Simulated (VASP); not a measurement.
**PbO2: single point with r2SCAN**

PbO2:

```
Pb O
1.0
     0.00000    2.52601    2.65895
     2.52601    0.00000    2.65895
     2.52601    2.52601    0.00000
Pb O
1 2
Direct
  0.00000 0.00000 0.00000
  0.25000 0.25000 0.25000
  0.75000 0.75000 0.75000
```

This cell differs from its parent crystal: strain -0.050 along x and y, +0.000 along z.

```json
{
 "Program": "VASP 6.6.1",
 "Task": "single point",
 "Functional": "r2SCAN",
 "Potentials or basis": "VASP PAW PBE potentials, release 64 (Pb_d, O_h)",
 "Cutoff": "910 eV",
 "k mesh": "16 × 16 × 16",
 "Occupations": "gaussian, width 0.15 eV",
 "Spin": "no spin polarisation",
 "Dipole correction": "no",
 "Further INCAR settings": "ALGO = Normal; EDIFF = 1e-06; NBANDS = 20"
}
```

The pressure is 23.1 GPa. The band gap on the k mesh is zero (bands 13 and 14 overlap by 1.42 eV).

Stress tensor (GPa, compression positive):
```
29.29  0.00  0.00
 0.00 29.29  0.00
 0.00  0.00 10.70
```

Levels at points of the mesh, in eV from the Fermi level:
| k point | band 10 | band 11 | band 12 | band 13 | band 14 | band 15 | band 16 | band 17 |
| --- | --- | --- | --- | --- | --- | --- | --- | --- |
| (0.00, 0.00, 0.00) | -2.34 | -2.31 | -1.50 | -1.50 | -1.43 | 7.80 | 7.80 | 8.10 |
| (0.50, 0.00, 0.00) | -3.77 | -3.53 | -1.94 | -1.82 | 3.75 | 7.87 | 11.37 | 11.44 |
| (0.50, 0.50, 0.00) | -5.60 | -0.97 | -0.26 | -0.26 | 3.02 | 8.16 | 9.85 | 12.94 |
| (0.50, 0.00, 0.50) | -5.75 | -0.68 | -0.44 | -0.17 | 2.28 | 7.52 | 10.02 | 12.83 |

Run time: 11 min on 1 thread of Intel(R) Xeon(R) 6975P-C (Granite Rapids), on a shared host, peak memory 0.59 GiB.

Caveat: the cell differs from its parent crystal (strain -0.050 along x and y, +0.000 along z); the cutoff is under 1.25 times the usual one of these potentials, so pressure, stress and relaxed cells hold a basis-set (Pulay) error; the cell stands under pressure; the PAW data sets were made with another functional, which shifts forces and pressure a little; spin-orbit coupling is left out, which moves the levels of the heavy elements.
